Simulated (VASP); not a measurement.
A run of VASP 6.6.1:

The input INCAR:

```
SYSTEM = Re
ALGO = Normal ; EDIFF = 1E-6
ENCUT = 520 ; GGA = PE
ISIF = 2 ; ISMEAR = 0
LASPH = .TRUE. ; LCHARG = .FALSE.
LREAL = .FALSE. ; LWAVE = .FALSE.
NBANDS = 14 ; NELM = 80
PREC = Accurate ; SIGMA = 0.15
```

KPOINTS

```
k-points
0
G
  18 18 10
  0 0 0
```

POSCAR

```
Re
1.0
    2.7748241524      0.0000000000      0.0000000000
   -1.3874120762      2.4030682070      0.0000000000
    0.0000000000      0.0000000000      4.4842238099
Re
2
Direct
    0.3333333333      0.6666666667      0.2174860118
    0.6666666667      0.3333333333      0.7825139882
```

Potentials or basis: VASP PAW PBE potentials, release 64 (Re).

Command:

```sh
$ cat potpaw_PBE.64/Re/POTCAR > POTCAR
$ mpirun -np 1 vasp_std > vasp.out
```

Hardware: 1 thread of Oxide Virtual Turin-like Processor, on a shared host.

Question: How long does it take, and how much memory?

Answer: It took 2.3 min on 1 thread of Oxide Virtual Turin-like Processor, on a shared host, peak memory 0.22 GiB. Counts: scf iterations 12, k points 330.
